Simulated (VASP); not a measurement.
# Al (Fm-3m) in VASP: single point with PBE

Aim: the single point of Al with PBE.

All numbers are computed with VASP 6.6.1; they aren't measurements. Logs are shortened: lines on timing, memory, paths and dates and some standing lists are left out, and cuts for length are marked.

### 1 The cell of the first run

It takes space group Fm-3m (No. 225, cubic). Conventional cell: a = 4.041 Å, b = 4.041 Å, c = 4.041 Å, α = 90.00°, β = 90.00°, γ = 90.00°. Within 3.8 Å of Al (site symmetry m-3m) lie 12 Al at 2.86 Å.

### 2 Single point, PBE

Input file INCAR:

```
ALGO = Normal
EDIFF = 1E-6
ENCUT = 520
GGA = PE
ISIF = 2
ISMEAR = -1
LASPH = T
LCHARG = F
LREAL = F
LWAVE = F
NBANDS = 8
NELM = 100
PREC = Accurate
SIGMA = 0.08
```

Input file KPOINTS:

```
k-points
0
Gamma
  18 18 18
```

Input file POSCAR:

```
Al
1.0
    0.0000000000      2.0205472810      2.0205472810
    2.0205472810      0.0000000000      2.0205472810
    2.0205472810      2.0205472810      0.0000000000
Al
1
Direct
    0.0000000000      0.0000000000      0.0000000000
```

Potentials or basis: VASP PAW PBE potentials, release 64 (Al).

Run with:

```sh
cat potpaw_PBE.64/Al/POTCAR > POTCAR
mpirun -np 1 vasp_std > vasp.out
```

OUTCAR:

```text
EDIFF = 1E-6
   ENCUT = 520
   GGA = PE
   ISIF = 2
   ISMEAR = -1
   LASPH = T
   LREAL = F
   NELM = 100
   PREC = Accurate

 ion  position               nearest neighbor table
   1  0.000  0.000  0.000-

  LATTYP: Found a face centered cubic cell.
 ALAT       =     4.0410945620

  Lattice vectors:

 A1 = (   0.0000000000,   2.0205472810,   2.0205472810)
 A2 = (   2.0205472810,   0.0000000000,   2.0205472810)
 A3 = (   2.0205472810,   2.0205472810,   0.0000000000)

Analysis of symmetry for initial positions (statically):
=====================================================================
 Subroutine PRICEL returns:
 Original cell was already a primitive cell.

 Routine SETGRP: Setting up the symmetry group for a
 face centered cubic supercell.

 Subroutine GETGRP returns: Found 48 space group operations
 (whereof 48 operations were pure point group operations)
 out of a pool of 48 trial point group operations.

The static configuration has the point symmetry O_h .

Analysis of symmetry for dynamics (positions and initial velocities):
=====================================================================
 Subroutine PRICEL returns:
 Original cell was already a primitive cell.

 Routine SETGRP: Setting up the symmetry group for a
 face centered cubic supercell.

 Subroutine GETGRP returns: Found 48 space group operations
 (whereof 48 operations were pure point group operations)
 out of a pool of 48 trial point group operations.

The dynamic configuration has the point symmetry O_h .

 Subroutine INISYM returns: Found 48 space group operations
 (whereof 48 operations are pure point group operations),
 and found     1 'primitive' translations

----------------------------------------------------------------------------------------

                                     Primitive cell

  volume of cell :      16.4982

  direct lattice vectors                    reciprocal lattice vectors
     0.000000000  2.020547281  2.020547281    -0.247457708  0.247457708  0.247457708
     2.020547281  0.000000000  2.020547281     0.247457708 -0.247457708  0.247457708
     2.020547281  2.020547281  0.000000000     0.247457708  0.247457708 -0.247457708

  length of vectors
     2.857485368  2.857485368  2.857485368     0.428609324  0.428609324  0.428609324

  position of ions in fractional coordinates (direct lattice)
     0.000000000  0.000000000  0.000000000

  ion indices of the primitive-cell ions
   primitive index   ion index
                 1           1

----------------------------------------------------------------------------------------

 KPOINTS: k-points

Automatic generation of k-mesh.
 Grid dimensions read from file:
 generate k-points for:   18   18   18

 Generating k-lattice:

  Cartesian coordinates                     Fractional coordinates (reciprocal lattice)
    -0.013747650  0.013747650  0.013747650     0.055555556  0.000000000  0.000000000
     0.013747650 -0.013747650  0.013747650     0.000000000  0.055555556  0.000000000
     0.013747650  0.013747650 -0.013747650     0.000000000  0.000000000  0.055555556

  Length of vectors
     0.023811629  0.023811629  0.023811629

  Shift w.r.t. Gamma in fractional coordinates (k-lattice)
     0.000000000  0.000000000  0.000000000

 Subroutine IBZKPT returns following result:
 ===========================================

 Found    195 irreducible k-points:

 Following reciprocal coordinates:
            Coordinates               Weight
  0.000000  0.000000  0.000000      1.000000
  0.055556  0.000000  0.000000      8.000000
  0.111111  0.000000  0.000000      8.000000
  0.166667  0.000000  0.000000      8.000000
  0.222222  0.000000  0.000000      8.000000
  0.277778  0.000000  0.000000      8.000000
[... 16 lines left out ...]
 -0.277778  0.055556  0.000000     24.000000
 -0.222222  0.055556  0.000000     24.000000
 [... further k-points ...]
   k-points           NKPTS =    195   k-points in BZ     NKDIM =    195   number of bands    NBANDS=      8
   number of dos      NEDOS =    301   number of ions     NIONS =      1
   total plane-waves  NPLWV =  13824
   dimension x,y,z NGX =    24 NGY =   24 NGZ =   24
   dimension x,y,z NGXF=    48 NGYF=   48 NGZF=   48
   ions per type =               1
   NGX,Y,Z   is equivalent  to a cutoff of  13.96, 13.96, 13.96 a.u.
   NGXF,Y,Z  is equivalent  to a cutoff of  27.93, 27.93, 27.93 a.u.
 SYSTEM =  unknown system
   PREC   = accura    normal or accurate (medium, high low for compatibility)
   ISTART =      0    job   : 0-new  1-cont  2-samecut
   ICHARG =      2    charge: 1-file 2-atom 10-const
   ISPIN  =      1    spin polarized calculation?
   LNONCOLLINEAR =      F non collinear calculations
   LSORBIT =      F    spin-orbit coupling
   LASPH  =      T    aspherical Exc in radial PAW
   ENCUT  =  520.0 eV  38.22 Ry    6.18 a.u.   5.31  5.31  5.31*2*pi/ulx,y,z
   NELM   =    100;   NELMIN=  2; NELMDL= -5     # of ELM steps
   EDIFF  = 0.1E-05   stopping-criterion for ELM
   LREAL  =      F    real-space projection
   EDIFFG = 0.1E-04   stopping-criterion for IOM
   NSW    =      0    number of steps for IOM
   IBRION =     -1    ionic relax: 0-MD 1-quasi-New 2-CG
   NFREE  =      0    steps in history (QN), initial steepest desc. (CG)
   ISIF   =      2    stress and relaxation
   ISYM   =      2    0-nonsym 1-usesym 2-fastsym
   POTIM  = 0.5000    time-step for ionic-motion
   TEBEG  =    0.0;   TEEND  =   0.0 temperature during run
   PSTRESS=    0.0 pullay stress
   NELECT =       3.0000    total number of electrons
   NUPDOWN=      -1.0000    fix difference up-down
   EMIN   =  10.00;   EMAX   =-10.00  energy-range for DOS
   EFERMI =   0.00;   METHOD = LEGACY
   ISMEAR =    -1;   SIGMA  =   0.08  broadening in eV -4-tet -1-fermi 0-gaus
   EFERMI_NEDOS =   21; number of points for ismear=-14 and -15
   IALGO  =     38    algorithm
   IMIX   =      4    mixing-type and parameters
     AMIX     =   0.40;   BMIX     =  1.00
     AMIX_MAG =   1.60;   BMIX_MAG =  1.00
  volume/ion in A,a.u.               =      16.50       111.34
  Fermi-wavevector in a.u.,A,eV,Ry     =   0.927476  1.752676 11.703903  0.860213
  Thomas-Fermi vector in A             =   2.053550
   LORBIT       =      0    0 simple, 1 ext, 2 COOP (PROOUT), +10 PAW based schemes
   GGA     = PE    functional components
   LHFCALC =     F    Hartree Fock is set to
   AEXX    =    0.0000 exact exchange contribution
   IVDW    =     0    specifies the selected vdW correction
   LEPSILON=     F    determine dielectric tensor
   LRPA    =     F    only Hartree local field effects (RPA)
 non-spin polarized calculation
  energy-cutoff  :      520.00
  volume of cell :       16.50
 maximum number of plane-waves:       459
 NGX is ok and might be reduce to    24
   NGX = 11   NGY = 11   NGZ = 11

 number of electron       3.0000000 magnetization

 Free energy of the ion-electron system (eV)
  ---------------------------------------------------
  ext. energy  EPLUGINS =         0.00000000
  ---------------------------------------------------
  free energy    TOTEN  =        -3.74840574 eV

  energy without entropy =       -3.73882387  energy(sigma->0) =       -3.74361480

 E-fermi :   7.9903     XC(G=0): -10.1969

 val. band max:        7.9860675781   @ k =  -0.2778   0.2778   0.0556
 cond. band min:       7.9933087247   @ k =  -0.2778   0.5000   0.2222
 fundamental gap:      0.0072411466
 Fermi energy:         7.9902509781

 k-point     1 :       0.0000    0.0000    0.0000
  band No.  band energies     occupation
      1      -3.1339      2.00000
      2      20.6211      0.00000
      3      20.6211      0.00000
      4      20.6211      0.00000
      5      22.1138      0.00000
      6      22.1138      0.00000
      7      22.1138      0.00000
      8      24.4680      0.00000

 k-point     2 :       0.0556    0.0000    0.0000
  band No.  band energies     occupation
      1      -3.0500      2.00000
      2      19.1034      0.00000
      3      20.3091      0.00000
      4      20.3091      0.00000
      5      22.5565      0.00000
      6      22.5565      0.00000
      7      22.6888      0.00000
      8      25.3511      0.00000

 k-point     3 :       0.1111    0.0000    0.0000
  band No.  band energies     occupation
      1      -2.7985      2.00000
      2      16.8807      0.00000
      3      19.7975      0.00000
      4      19.7975      0.00000
      5      22.7519      0.00000
      6      23.4299      0.00000
      7      23.4299      0.00000
      8      25.9198      0.00000

 k-point     4 :       0.1667    0.0000    0.0000
  band No.  band energies     occupation
      1      -2.3804      2.00000
      2      14.6436      0.00000
      3      19.3519      0.00000
      4      19.3519      0.00000
      5      22.5895      0.00000
      6      24.0336      0.00000
      7      24.0336      0.00000
      8      25.2752      0.00000

 k-point     5 :       0.2222    0.0000    0.0000
  band No.  band energies     occupation
      1      -1.7971      2.00000
      2      12.4824      0.00000
      3      19.0246      0.00000
      4      19.0246      0.00000
      5      22.4191      0.00000
      6      23.2617      0.00000
      7      23.2617      0.00000
      8      26.2127      0.00000
[... 177 lines left out ...]
 k-point    22 :      -0.3333    0.0556    0.0000
  band No.  band energies     occupation
      1       0.2668      2.00000
      2       7.9489      1.25273
      3      17.1072      0.00000
      4      19.9162      0.00000
      5      20.0935      0.00000
      6      21.4662      0.00000
      7      22.9971      0.00000
      8      25.8801      0.00000

 k-point    23 :      -0.2778    0.0556    0.0000
  band No.  band energies     occupation
      1      -0.6927      2.00000
      2       9.8339      0.00000
      3      17.1247      0.00000
      4      19.9959      0.00000
      5      20.8958      0.00000
      6      22.3306      0.00000
      7      22.9494      0.00000
      8      26.6706      0.00000

 k-point    24 :      -0.2222    0.0556    0.0000
  band No.  band energies     occupation
      1      -1.4925      2.00000
      2      11.8424      0.00000
      3      17.2867      0.00000
      4      20.1384      0.00000
      5      21.8841      0.00000
      6      22.9348      0.00000
      7      23.3821      0.00000
      8      25.5845      0.00000

 [... further k-points ...]

------------------------ aborting loop because EDIFF is reached ----------------------------------------

  FORCE on cell =-STRESS in cart. coord.  units (eV):
  Direction    XX          YY          ZZ          XY          YZ          ZX
  --------------------------------------------------------------------------------------
  -------------------------------------------------------------------------------------
  Total       -0.0048432     -0.0048432     -0.0048432     -0.0000000     -0.0000000     -0.0000000
  in kB       -0.4703374     -0.4703374     -0.4703374     -0.0000000     -0.0000000     -0.0000000
  external PRESSURE =      -0.4703374 kB  Pullay stress =       0.0000000 kB

 VOLUME and BASIS-vectors are now :
 -----------------------------------------------------------------------------
  energy-cutoff  :      520.00
  volume of cell :       16.50
      direct lattice vectors                 reciprocal lattice vectors
     0.000000000  2.020547281  2.020547281    -0.247457708  0.247457708  0.247457708
     2.020547281  0.000000000  2.020547281     0.247457708 -0.247457708  0.247457708
     2.020547281  2.020547281  0.000000000     0.247457708  0.247457708 -0.247457708

 POSITION                                       TOTAL-FORCE (eV/Angst)
 -----------------------------------------------------------------------------------
      0.00000      0.00000      0.00000         0.000000     -0.000000     -0.000000
 -----------------------------------------------------------------------------------
    total drift:                                0.000000     -0.000000     -0.000000

  FREE ENERGIE OF THE ION-ELECTRON SYSTEM (eV)
  ---------------------------------------------------
  free  energy   TOTEN  =        -3.7484057382 eV

  energy  without entropy=       -3.7388238697  energy(sigma->0) =       -3.74361480
```

Wall time 22 s (1 thread of Intel Xeon 8259CL, shared host); peak memory 0.14 GiB.

What came out:

```yaml
Free_energy: -3.7484 eV
Pressure: 0.0 GPa
Band_gap_on_the_k_mesh: zero (an odd number of electrons rules out a gap without spin polarisation)
```

Levels at points of the mesh, in eV from the Fermi level:
```tsv
k point	band 1	band 2	band 3	band 4	band 5	band 6
(0.00, 0.00, 0.00)	-11.12	12.63	12.63	12.63	14.12	14.12
(0.50, 0.00, 0.00)	-4.58	-4.37	11.42	11.42	11.47	11.47
(0.50, 0.50, 0.00)	-2.91	-1.59	5.27	5.61	5.61	9.08
```
